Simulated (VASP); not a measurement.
Write the native input for VASP 6.6.1 that does the following.

| Property | Result |
| --- | --- |
| Task | single point |
| Functional | LDA |
| Potentials or basis | VASP PAW LDA potentials, release 64 (Sb, In_d) |
| Cutoff | 520 eV |
| k mesh | 6 × 6 × 6 |
| Occupations | fermi-dirac, width 0.05 eV |
| Spin | no spin polarisation |
| Dipole correction | no |
| Further INCAR settings | ALGO = Normal; EDIFF = 1e-06; NBANDS = 22 |

The structure of InSb3 lies in POSCAR:

```
InSb3
1.0
    4.9006334225      0.0000000000      0.0000000000
    0.0000000000      4.9006334225      0.0000000000
    0.0000000000      0.0000000000      4.9006334225
Sb In
3 1
Direct
    0.5000000000      0.5000000000      0.0000000000
    0.0000000000      0.5000000000      0.5000000000
    0.5000000000      0.0000000000      0.5000000000
    0.0000000000      0.0000000000      0.0000000000
```

This cell differs from its parent crystal: volume scaled by 1.06.

One way to write it, as run:

INCAR

```
PREC     = Accurate       # precision mode
ENCUT    = 520            # plane-wave cutoff, eV
EDIFF    = 1E-6           # SCF threshold, eV
ISMEAR   = -1             # smearing method
SIGMA    = 0.05           # smearing width, eV
LREAL    = F              # projectors in reciprocal space
LASPH    = T              # aspherical terms in the spheres
NELM     = 60             # most SCF steps
ALGO     = Normal         # electronic algorithm
ISIF     = 2              # what is computed and relaxed
LWAVE    = F              # write WAVECAR
LCHARG   = T              # write CHGCAR
LELF     = T              # ELF
LVHAR    = T            
NBANDS   = 22             # bands
```

KPOINTS

```
Automatic mesh
0
Gamma
  6 6 6
```

Potentials or basis: VASP PAW LDA potentials, release 64 (Sb, In_d).

Command:

```sh
$ cat potpaw_LDA.64/Sb/POTCAR potpaw_LDA.64/In_d/POTCAR > POTCAR
$ mpirun -np 1 vasp_std > vasp.out
```

It gave:

| Item | Value |
| --- | --- |
| Pressure | -5.9 GPa |
| Band gap on the k mesh | zero (band 14 reaches 10.13 eV, above the bottom of band 15 at 5.95 eV) |

Caveat: spin-orbit coupling is left out, which moves the levels of the heavy elements.

Wall time 27 s on 1 thread of Intel Xeon 6455B, with other jobs on the host, peak memory 0.2 GiB.
